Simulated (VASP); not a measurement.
# Mg9O8 (a cell with a defect) in VASP: notebook, part 2 of 3

VASP 6.6.1.

### 3 Single point, PBE

INCAR

```
SYSTEM = Mg9O8
PREC = Accurate
ENCUT = 520
EDIFF = 1E-6
ISMEAR = 0
SIGMA = 0.02
LREAL = Auto
LASPH = .TRUE.
NELM = 100
ALGO = Normal
ISIF = 2
LWAVE = .FALSE.
LCHARG = .FALSE.
GGA = PE
NBANDS = 47
```

KPOINTS

```
regular mesh
0
G
  2 2 2
  0 0 0
```

POSCAR

```
Mg9O8
1.0
    0.0000000000      4.2160000000      4.2160000000
    4.2160000000      0.0000000000      4.2160000000
    4.2160000000      4.2160000000      0.0000000000
Mg O
9 8
Direct
   -0.0029117403     -0.0033739647     -0.0029726494
   -0.0036997890      0.0023796682      0.4985643370
   -0.0014889707      0.5031342130     -0.0017188615
   -0.0545533682      0.5176886426      0.5202840813
    0.4987701601      0.0023475578     -0.0037939853
    0.5223092574     -0.0670729805      0.5226410548
    0.5206258635      0.5179415700     -0.0551406693
    0.5270799193      0.5286635657      0.5273126362
    0.3890625440      0.3706450449      0.3883839031
    0.2500933517      0.2567633270      0.2500539238
    0.2271150770      0.2462612499      0.7682284508
    0.2426570892      0.7548649720      0.2422759584
    0.2267096879      0.7575044068      0.7578794842
    0.7690661822      0.2463004643      0.2265351251
    0.7575198813      0.2301539082      0.7573463514
    0.7579717339      0.7574770468      0.2267812840
    0.7573578907      0.7559438681      0.7570349355
```

Potentials or basis: VASP PAW PBE potentials, release 64 (Mg, O).

On the command line:

```sh
$ cat potpaw_PBE.64/Mg/POTCAR potpaw_PBE.64/O/POTCAR > POTCAR
$ mpirun -np 1 vasp_std > vasp.out
```

OUTCAR:

```text
SYSTEM = Mg9O8
   PREC = Accurate
   ENCUT = 520
   EDIFF = 1E-6
   ISMEAR = 0
   LREAL = Auto
   LASPH = .TRUE.
   NELM = 100
   ISIF = 2
   GGA = PE

 ion  position               nearest neighbor table
   1  0.997  0.997  0.997-  16 2.02  13 2.02  15 2.02  14 2.02  11 2.02  12 2.07   3 2.93   5 2.96
                             2 2.96   4 2.99   7 2.99   6 3.00   4 3.00   6 3.00   7 3.00   2 3.01
   2  0.996  0.002  0.499-  17 2.05  15 2.05  13 2.07  14 2.11  12 2.12  10 2.14   1 2.96   5 2.97
                             3 2.98   6 2.98   3 2.98   4 2.99   5 3.00   4 3.00   8 3.00   1 3.01
   3  0.999  0.503  0.998-  17 2.03  13 2.04  16 2.04  14 2.05  11 2.06  10 2.12   1 2.93   7 2.98
                             4 2.98   5 2.98   2 2.98   2 2.98   5 2.98   8 3.01   4 3.01   7 3.01
   4  0.945  0.518  0.520-  17 2.02  15 2.03  16 2.05   9 2.16  11 2.24  10 2.25  12 2.26   8 2.44
                             6 2.50   7 2.53   3 2.98   1 2.99   2 2.99   2 3.00   1 3.00   3 3.01
   5  0.499  0.002  0.996-  17 2.05  15 2.05  16 2.07  11 2.11  12 2.12  10 2.14   1 2.96   2 2.97
                             3 2.98   6 2.98   3 2.98   7 2.99   2 3.00   8 3.00   7 3.00   1 3.01
   6  0.522  0.933  0.523-  17 2.01  13 2.02  16 2.02   9 2.13  10 2.32  11 2.37  14 2.37   8 2.38
                             7 2.50   4 2.50   5 2.98   2 2.98   1 3.00   1 3.00   2 3.02   5 3.02
   7  0.521  0.518  0.945-  17 2.02  15 2.03  13 2.05   9 2.16  14 2.24  10 2.25  12 2.26   8 2.44
                             6 2.50   4 2.53   3 2.98   1 2.99   5 2.99   5 3.00   1 3.00   3 3.01
   8  0.527  0.529  0.527-  13 1.98  16 1.98  15 1.98   9 2.12   6 2.38  12 2.43   7 2.44   4 2.44
                            11 2.47  14 2.48   5 3.00   2 3.00   3 3.01   3 3.01   2 3.02   5 3.02
   9  0.389  0.371  0.388-  11 1.86  14 1.86  12 1.88  10 1.91   8 2.12   6 2.13   7 2.16   4 2.16
                             2 3.37   5 3.37   3 3.44   3 3.44   5 3.49   2 3.50   1 3.50   1 3.50
  10  0.250  0.257  0.250-   9 1.91   3 2.12   2 2.14   5 2.14   4 2.25   7 2.25   6 2.32
  11  0.227  0.246  0.768-   9 1.86   1 2.02   3 2.06   5 2.11   4 2.24   6 2.37   8 2.47
  12  0.243  0.755  0.242-   9 1.88   1 2.07   5 2.12   2 2.12   7 2.26   4 2.26   8 2.43
  13  0.227  0.758  0.758-   8 1.98   1 2.02   6 2.02   3 2.04   7 2.05   2 2.07
  14  0.769  0.246  0.227-   9 1.86   1 2.02   3 2.05   2 2.11   7 2.24   6 2.37   8 2.48
  15  0.758  0.230  0.757-   8 1.98   1 2.02   7 2.03   4 2.03   5 2.05   2 2.05
  16  0.758  0.757  0.227-   8 1.98   1 2.02   6 2.02   3 2.04   4 2.05   5 2.07
  17  0.757  0.756  0.757-   6 2.01   7 2.02   4 2.02   3 2.03   2 2.05   5 2.05

  LATTYP: Found a face centered cubic cell.
 ALAT       =     8.4320000000

  Lattice vectors:

 A1 = (   0.0000000000,   4.2160000000,   4.2160000000)
 A2 = (   4.2160000000,   0.0000000000,   4.2160000000)
 A3 = (   4.2160000000,   4.2160000000,   0.0000000000)

Analysis of symmetry for initial positions (statically):
=====================================================================
 Subroutine PRICEL returns:
 Original cell was already a primitive cell.

 Routine SETGRP: Setting up the symmetry group for a
 face centered cubic supercell.

 Subroutine GETGRP returns: Found  1 space group operations
 (whereof  1 operations were pure point group operations)
 out of a pool of 48 trial point group operations.

The static configuration has the point symmetry C_1 .

Analysis of symmetry for dynamics (positions and initial velocities):
=====================================================================
 Subroutine PRICEL returns:
 Original cell was already a primitive cell.

 Routine SETGRP: Setting up the symmetry group for a
 face centered cubic supercell.

 Subroutine GETGRP returns: Found  1 space group operations
 (whereof  1 operations were pure point group operations)
 out of a pool of 48 trial point group operations.

[... 102 lines left out ...]
   NGXF,Y,Z  is equivalent  to a cutoff of  26.77, 26.77, 26.77 a.u.
 SYSTEM =  Mg9O8
   PREC   = accura    normal or accurate (medium, high low for compatibility)
   ISTART =      0    job   : 0-new  1-cont  2-samecut
   ICHARG =      2    charge: 1-file 2-atom 10-const
   ISPIN  =      1    spin polarized calculation?
   LNONCOLLINEAR =      F non collinear calculations
   LSORBIT =      F    spin-orbit coupling
   LASPH  =      T    aspherical Exc in radial PAW
   ENCUT  =  520.0 eV  38.22 Ry    6.18 a.u.  11.09 11.09 11.09*2*pi/ulx,y,z
   NELM   =    100;   NELMIN=  2; NELMDL= -5     # of ELM steps
   EDIFF  = 0.1E-05   stopping-criterion for ELM
   LREAL  =      T    real-space projection
   EDIFFG = 0.1E-04   stopping-criterion for IOM
   NSW    =      0    number of steps for IOM
   IBRION =     -1    ionic relax: 0-MD 1-quasi-New 2-CG
   NFREE  =      0    steps in history (QN), initial steepest desc. (CG)
   ISIF   =      2    stress and relaxation
   ISYM   =      2    0-nonsym 1-usesym 2-fastsym
   POTIM  = 0.5000    time-step for ionic-motion
   TEBEG  =    0.0;   TEEND  =   0.0 temperature during run
   PSTRESS=    0.0 pullay stress
   NELECT =      66.0000    total number of electrons
   NUPDOWN=      -1.0000    fix difference up-down
   EMIN   =  10.00;   EMAX   =-10.00  energy-range for DOS
   EFERMI =   0.00;   METHOD = LEGACY
   ISMEAR =     0;   SIGMA  =   0.02  broadening in eV -4-tet -1-fermi 0-gaus
   EFERMI_NEDOS =   21; number of points for ismear=-14 and -15
   IALGO  =     38    algorithm
   IMIX   =      4    mixing-type and parameters
     AMIX     =   0.40;   BMIX     =  1.00
     AMIX_MAG =   1.60;   BMIX_MAG =  1.00
  volume/ion in A,a.u.               =       8.82        59.49
  Fermi-wavevector in a.u.,A,eV,Ry     =   1.245505  2.353664 21.106489  1.551283
  Thomas-Fermi vector in A             =   2.379724
   LORBIT       =      0    0 simple, 1 ext, 2 COOP (PROOUT), +10 PAW based schemes
   GGA     = PE    functional components
   LHFCALC =     F    Hartree Fock is set to
   AEXX    =    0.0000 exact exchange contribution
   IVDW    =     0    specifies the selected vdW correction
   LEPSILON=     F    determine dielectric tensor
   LRPA    =     F    only Hartree local field effects (RPA)
 non-spin polarized calculation
 Gauss-broadening in eV      SIGMA  =   0.02
  energy-cutoff  :      520.00
  volume of cell :      149.88
 maximum number of plane-waves:      4044
 NGX is ok and might be reduce to    48
   NGX = 23   NGY = 23   NGZ = 23

 number of electron      65.9999999 magnetization

 Free energy of the ion-electron system (eV)
  ---------------------------------------------------
  ext. energy  EPLUGINS =         0.00000000
  ---------------------------------------------------
  free energy    TOTEN  =       -81.89123878 eV

  energy without entropy =      -81.89123757  energy(sigma->0) =      -81.89123818

 E-fermi :  10.2355     XC(G=0): -11.4253

 val. band max:       10.1797864926   @ k =   0.0000   0.0000   0.0000
 cond. band min:      10.2925414558   @ k =   0.0000   0.0000   0.5000
 fundamental gap:      0.1127549632
 Fermi energy:        10.2355461291

 k-point     1 :       0.0000    0.0000    0.0000
  band No.  band energies     occupation
      1     -13.7313      2.00000
      2     -12.5119      2.00000
      3     -12.4632      2.00000
      4     -12.4031      2.00000
      5     -12.3615      2.00000
      6     -12.1730      2.00000
[... 373 lines left out ...]
     44      14.6716      0.00000
     45      15.0672      0.00000
 [bands above 45 left out]

------------------------ aborting loop because EDIFF is reached ----------------------------------------

  FORCE on cell =-STRESS in cart. coord.  units (eV):
  Direction    XX          YY          ZZ          XY          YZ          ZX
  --------------------------------------------------------------------------------------
  -------------------------------------------------------------------------------------
  Total       39.8559087     37.5553318     39.8970219      0.6330328      0.5816624      0.5871078
  in kB      426.0607181    401.4674902    426.5002194      6.7671374      6.2179869      6.2761982
  external PRESSURE =     418.0094759 kB  Pullay stress =       0.0000000 kB

 VOLUME and BASIS-vectors are now :
 -----------------------------------------------------------------------------
  energy-cutoff  :      520.00
  volume of cell :      149.88
      direct lattice vectors                 reciprocal lattice vectors
     0.000000000  4.216000000  4.216000000    -0.118595825  0.118595825  0.118595825
     4.216000000  0.000000000  4.216000000     0.118595825 -0.118595825  0.118595825
     4.216000000  4.216000000  0.000000000     0.118595825  0.118595825 -0.118595825

 POSITION                                       TOTAL-FORCE (eV/Angst)
 -----------------------------------------------------------------------------------
      8.40524      8.40719      8.40550        -0.003394     -0.000801     -0.002021
      2.11198      6.30235      4.21043         0.006731     -0.002750     -0.026347
      6.32997      8.41848      6.33094         0.002218     -0.023348     -0.001730
      4.37609      6.17952      6.16858         0.016513     -0.003152      0.000411
      4.20990      6.30282      2.11271        -0.027406      0.002261      0.007347
      6.13668      4.40551      6.13528         0.014745     -0.000078      0.027636
[... 9 lines left out ...]
      4.14963      4.15172      6.38913         0.001708      0.015180      0.009612
      6.37872      6.38468      6.38008        -0.008209     -0.015262     -0.009143
 -----------------------------------------------------------------------------------
    total drift:                                0.000273      0.001079     -0.000288

  FREE ENERGIE OF THE ION-ELECTRON SYSTEM (eV)
  ---------------------------------------------------
  free  energy   TOTEN  =       -81.8912387805 eV

  energy  without entropy=      -81.8912375731  energy(sigma->0) =      -81.89123818
```

It took 1.7 min on 1 thread of Intel Xeon 6975P-C (Granite Rapids), shared host; peak memory 0.31 GiB.

What came out:

- Free energy: -81.8912 eV
- Pressure: 41.8 GPa
- Largest force: 0.058 eV/Å
- Band gap on the k mesh: zero (bands 33 and 34 overlap by 0.48 eV)

Forces on the atoms (eV/Å):
```
Mg  -0.003 -0.001 -0.002
Mg   0.007 -0.003 -0.026
Mg   0.002 -0.023 -0.002
Mg   0.017 -0.003  0.000
Mg  -0.027  0.002  0.007
Mg   0.015  0.000  0.028
Mg   0.009  0.018  0.005
Mg  -0.021 -0.008 -0.007
Mg  -0.014  0.020  0.010
O   -0.019 -0.022 -0.014
O    0.031  0.025 -0.042
O    0.020 -0.032  0.017
O    0.013  0.016  0.001
O   -0.029  0.014  0.018
O    0.006 -0.004  0.005
O    0.002  0.015  0.010
O   -0.008 -0.015 -0.009
```

Stress tensor (GPa, compression positive):
```
42.61  0.68  0.63
 0.68 40.15  0.62
 0.63  0.62 42.65
```

Caveat: the k points lie up to 0.65 Å⁻¹ apart.

(Part 2 of 3 ends here.)
